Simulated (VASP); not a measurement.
# Pt (P6_3/mmc) in VASP: a series of runs, part 2 of 2

VASP 6.6.1. Earlier steps stand in the parts before.

## (5) Single point, PBE

This run uses another cell than the first one, of 20.78 Å³/atom, 1.325 times its volume.

File INCAR:

```
SYSTEM = Pt
PREC = Accurate
ENCUT = 520
EDIFF = 1E-6
ISMEAR = 0
SIGMA = 0.1
LREAL = .False.
LASPH = .True.
NELM = 100
ALGO = Normal
ISIF = 2
LWAVE = .False.
LCHARG = .False.
GGA = PE
NBANDS = 28
```

File KPOINTS:

```
regular mesh
0
Gamma
  12 12 10
  0 0 0
```

File POSCAR:

```
Pt
1.0
    4.3603768598      0.0000000000      0.0000000000
   -2.1801884299      3.7761971306      0.0000000000
    0.0000000000      0.0000000000      5.0484418676
Pt
4
Direct
    0.0000000000      0.0000000000      0.2500000000
    0.0000000000      0.0000000000      0.7500000000
    0.3333333333      0.6666666667      0.7500000000
    0.6666666667      0.3333333333      0.2500000000
```

Potentials or basis: VASP PAW PBE potentials, release 64 (Pt).

The run is started by

```
$ cat potpaw_PBE.64/Pt/POTCAR > POTCAR
$ mpirun -np 1 vasp_std > vasp.out
```

OUTCAR:

```text
SYSTEM = Pt
   PREC = Accurate
   ENCUT = 520
   EDIFF = 1E-6
   ISMEAR = 0
   LREAL = .False.
   LASPH = .True.
   NELM = 100
   ISIF = 2
   GGA = PE

 ion  position               nearest neighbor table
   1  0.000  0.000  0.250-   4 2.52   4 2.52   4 2.52   2 2.52   2 2.52
   2  0.000  0.000  0.750-   3 2.52   3 2.52   3 2.52   1 2.52   1 2.52
   3  0.333  0.667  0.750-   2 2.52   2 2.52   2 2.52
   4  0.667  0.333  0.250-   1 2.52   1 2.52   1 2.52

  LATTYP: Found a hexagonal cell.
 ALAT       =     4.3603768598
 C/A-ratio  =     1.1577994357

[... 936 lines left out ...]

 [... further k-points ...]
[... 5 lines left out ...]
  --------------------------------------------------------------------------------------
  -------------------------------------------------------------------------------------
  Total       -0.2235912     -0.2235912     -0.2106867      0.0000000     -0.0000000      0.0000000
  in kB       -4.3095234     -4.3095234     -4.0608004      0.0000000     -0.0000000      0.0000000
  external PRESSURE =      -4.2266158 kB  Pullay stress =       0.0000000 kB

 VOLUME and BASIS-vectors are now :
 -----------------------------------------------------------------------------
  energy-cutoff  :      520.00
  volume of cell :       83.13
      direct lattice vectors                 reciprocal lattice vectors
     4.360376860  0.000000000  0.000000000     0.229337975  0.132408342  0.000000000
    -2.180188430  3.776197131  0.000000000     0.000000000  0.264816683  0.000000000
     0.000000000  0.000000000  5.048441868     0.000000000  0.000000000  0.198080918

 POSITION                                       TOTAL-FORCE (eV/Angst)
 -----------------------------------------------------------------------------------
      0.00000      0.00000      1.26211        -0.000000     -0.000000      0.000000
      0.00000      0.00000      3.78633         0.000000      0.000000      0.000000
     -0.00000      2.51746      3.78633        -0.000000      0.000000     -0.000000
      2.18019      1.25873      1.26211         0.000000      0.000000      0.000000
 -----------------------------------------------------------------------------------
    total drift:                               -0.000000      0.000000     -0.000000

  FREE ENERGIE OF THE ION-ELECTRON SYSTEM (eV)
  ---------------------------------------------------
  free  energy   TOTEN  =       -20.7083231752 eV

  energy  without entropy=      -20.6714010545  energy(sigma->0) =      -20.68986211
```

OSZICAR:

```text
N       E                     dE             d eps       ncg     rms          rms(c)
DAV:   1     0.220673113337E+03    0.22067E+03   -0.19835E+04  6384   0.133E+03
DAV:   2    -0.146426546142E+02   -0.23532E+03   -0.22361E+03  7172   0.276E+02
DAV:   3    -0.219717202727E+02   -0.73291E+01   -0.71286E+01  7252   0.455E+01
DAV:   4    -0.220500649783E+02   -0.78345E-01   -0.78190E-01  6944   0.495E+00
DAV:   5    -0.220512083924E+02   -0.11434E-02   -0.11434E-02  6956   0.655E-01    0.177E+01
DAV:   6    -0.208714665320E+02    0.11797E+01   -0.37600E+00  6896   0.127E+01    0.106E+01
DAV:   7    -0.210187964912E+02   -0.14733E+00   -0.19160E+00  6736   0.123E+01    0.685E+00
DAV:   8    -0.207267483980E+02    0.29205E+00   -0.13277E+00  6744   0.101E+01    0.328E+00
DAV:   9    -0.207089136226E+02    0.17835E-01   -0.52794E-02  6680   0.187E+00    0.323E-01
DAV:  10    -0.207082862955E+02    0.62733E-03   -0.23035E-03  7052   0.359E-01    0.759E-02
DAV:  11    -0.207083157787E+02   -0.29483E-04   -0.62876E-05  6812   0.518E-02    0.334E-02
DAV:  12    -0.207083235374E+02   -0.77587E-05   -0.96831E-06  6944   0.213E-02    0.818E-03
DAV:  13    -0.207083231752E+02    0.36224E-06   -0.96365E-07  3728   0.665E-03
   1 F= -.20708323E+02 E0= -.20689862E+02  d E =-.369221E-01
```

Run time: 81 s. Hardware: 1 thread of Intel Xeon Platinum 8559C (Emerald Rapids), shared host; peak memory 0.31 GiB.

What came out:

* Free energy: -20.7083 eV
* Pressure: -0.4 GPa
* Band gap on the k mesh: zero (band 20 reaches 7.10 eV, above the bottom of band 21 at 5.53 eV)

Levels at points of the mesh, in eV from the Fermi level:
```csv
k point,band 16,band 17,band 18,band 19,band 20,band 21,band 22,band 23,band 24,band 25
"(0.00, 0.00, 0.00)",-1.44,-0.50,-0.50,-0.20,-0.20,0.11,0.62,4.25,6.94,6.94
"(0.50, 0.00, 0.00)",-0.46,-0.25,-0.10,-0.10,0.26,0.87,1.21,2.40,3.26,5.14
"(0.00, 0.00, 0.50)",-2.08,-1.02,-1.02,-0.80,-0.80,-0.80,-0.80,7.96,7.96,8.67
"(0.50, 0.00, 0.50)",-0.65,-0.51,-0.51,-0.13,-0.13,-0.03,-0.03,1.53,1.53,5.44
```

Caveat: spin-orbit coupling is left out, which moves the levels of the heavy elements.

## (6) Relaxation of cell and atoms, PBE

This run uses another cell than the first one, of 20.77 Å³/atom, 1.324 times its volume.

File INCAR:

```
SYSTEM = Pt
PREC     = Accurate       ! precision mode
ENCUT    = 600            ! plane-wave cutoff, eV
EDIFF    = 1E-6           ! SCF threshold, eV
ISMEAR   = 0              ! smearing method
SIGMA    = 0.1            ! smearing width, eV
LREAL    = .FALSE.        ! projectors in reciprocal space
LASPH    = .TRUE.         ! aspherical terms in the spheres
NELM     = 100            ! most SCF steps
ALGO     = Normal         ! electronic algorithm
ISIF     = 3              ! what is computed and relaxed
LWAVE    = .FALSE.        ! write WAVECAR
LCHARG   = .FALSE.        ! write CHGCAR
GGA      = PE             ! functional
IBRION   = 2              ! ionic algorithm
NSW      = 100            ! ionic steps
EDIFFG   = -0.01          ! ionic threshold
```

File KPOINTS:

```
Automatic mesh
0
G
  12 12 10
  0 0 0
```

File POSCAR:

```
Pt
1.0
    4.3593761313      0.0000000000      0.0000000000
   -2.1796880657      3.7753304744      0.0000000000
    0.0000000000      0.0000000000      5.0479466427
Pt
4
Direct
    0.0000000000      0.0000000000      0.2500000000
    0.0000000000      0.0000000000      0.7500000000
    0.3333333333      0.6666666667      0.7500000000
    0.6666666667      0.3333333333      0.2500000000
```

Potentials or basis: VASP PAW PBE potentials, release 64 (Pt).

The run is started by

```
$ cat potpaw_PBE.64/Pt/POTCAR > POTCAR
$ mpirun -np 1 vasp_std > vasp.out
```

It took 3.2 min on 1 thread of Intel Xeon Platinum 8559C (Emerald Rapids), shared host; peak memory 0.37 GiB.

The run converged. Its results:

| Item | Value |
| --- | --- |
| Free energy | -20.7082 eV |
| Relaxed volume | 20.73 Å³/atom |
| Relaxed cell | a = 4.357 Å, b = 4.357 Å, c = 5.044 Å, α = 90.00°, β = 90.00°, γ = 120.00° |
| Space group after relaxing (to 0.05 Å) | P6_3/mmc (No. 194) |
| Energy gained by relaxing | 0.0 meV/atom |
| Ionic steps | 3 |
| Pressure after relaxing | 0.0 GPa |
| Band gap on the k mesh | zero (band 20 reaches 7.14 eV, above the bottom of band 21 at 5.56 eV) |

Stress tensor (GPa, compression positive):
```
 0.04  0.00  0.00
 0.00  0.04  0.00
 0.00  0.00 -0.05
```

Step by step:
| step | energy change (eV) | largest force (eV/Å) | pressure (GPa) | volume (Å³) |
| --- | --- | --- | --- | --- |
| 1 | 0.0000 | 0.0000 | -0.27 | 83.08 |
| 2 | 0.0002 | 0.0000 | 0.47 | 82.66 |
| 3 | -0.0001 | 0.0000 | 0.01 | 82.92 |

Final structure:
```
Pt
1.0
     4.35664    0.00000    0.00000
    -2.17832    3.77296    0.00000
     0.00000    0.00000    5.04440
Pt
4
Direct
  0.00000 0.00000 0.25000
  0.00000 0.00000 0.75000
  0.33333 0.66667 0.75000
  0.66667 0.33333 0.25000
```

Levels at points of the mesh, in eV from the Fermi level:
```
           k point  band 18  band 19  band 20  band 21  band 22  band 23
(0.00, 0.00, 0.00)    -0.50    -0.20    -0.20     0.11     0.61     4.27
(0.50, 0.00, 0.00)    -0.10    -0.10     0.26     0.87     1.21     2.40
(0.00, 0.00, 0.50)    -1.02    -0.81    -0.81    -0.81    -0.81     7.96
(0.50, 0.00, 0.50)    -0.51    -0.13    -0.13    -0.03    -0.03     1.53
```

Caveat: spin-orbit coupling is left out, which moves the levels of the heavy elements.

## (7) Overview

```tsv
task	cell	k mesh	cutoff (eV)	gap on the mesh (eV)	pressure (GPa)	relaxed volume (Å³/atom)
relaxation of cell and atoms	relaxed from a = 2.786, b = 2.786, c = 9.332 Å, angles 90.0, 90.0, 120.0°, 4 atoms	18 × 18 × 6	600	-	0.0	15.66
single point	a = 4.361, b = 4.361, c = 5.012 Å, angles 90.0, 90.0, 120.0°, 4 atoms	6 × 6 × 2	520	none	-0.5	-
relaxation of cell and atoms	relaxed from a = 3.069, b = 3.069, c = 8.359 Å, angles 90.0, 90.0, 120.0°, 4 atoms	6 × 6 × 2	600	none	0.1	20.53
single point	a = 4.360, b = 4.360, c = 5.048 Å, angles 90.0, 90.0, 120.0°, 4 atoms	12 × 12 × 10	520	none	-0.4	-
relaxation of cell and atoms	relaxed from a = 4.359, b = 4.359, c = 5.048 Å, angles 90.0, 90.0, 120.0°, 4 atoms	12 × 12 × 10	600	none	0.0	20.73
```

Alike in all rows: level PBE; potentials or basis VASP PAW PBE potentials, release 64 (Pt); no spin polarisation; smearing gaussian 0.1 eV.

Caveats: some runs use coarse meshes; spin-orbit coupling is left out, which moves the levels of the heavy elements; the bands computed are all filled at some k points, so no gap is given (some runs); the volume moved by over 15 % at a fixed basis, so the end points are rough (some runs).

Total energies depend on the potentials used, so only differences within one code and one set of settings carry meaning.
